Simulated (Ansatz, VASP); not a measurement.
Two plane-wave programs on MgS

```xyz
2
Lattice="0.0000 2.6044 2.6044 2.6044 0.0000 2.6044 2.6044 2.6044 0.0000" Properties=species:S:1:pos:R:3 pbc="T T T"
Mg    3.4769    1.9142    3.1253
S     6.0813    4.5186    5.7297
```

Alike in both runs: task single point; functional PBE; k mesh 6 × 6 × 6; no spin polarisation.

|  | VASP | Ansatz |
| --- | --- | --- |
| version | VASP 6.6.1 | Ansatz 0.2.0 |
| potentials or method | VASP PAW PBE potentials, release 64 (Mg, S) | scalar-relativistic, plane waves, PAW (harder set) |
| plane-wave cutoff (eV) | 600 | 620 |
| occupations | gaussian, width 0.01 eV | fixed |
| valence electrons in the cell | 8 | 16 |

VASP gave:

```
gap on the k mesh at the Fermi level (eV) : 2.77
least direct gap on the mesh (eV)         : 3.68
pressure (GPa)                            : 0.7
```

Question: Estimate Ansatz's values.

Answer: gap on the k mesh at the Fermi level (eV): 2.78; least direct gap on the mesh (eV): 3.69; pressure (GPa): 0.9.

VASP's potentials hold 8 valence electrons a cell and Ansatz's 16, so a difference there can come from the potentials and not from the codes.
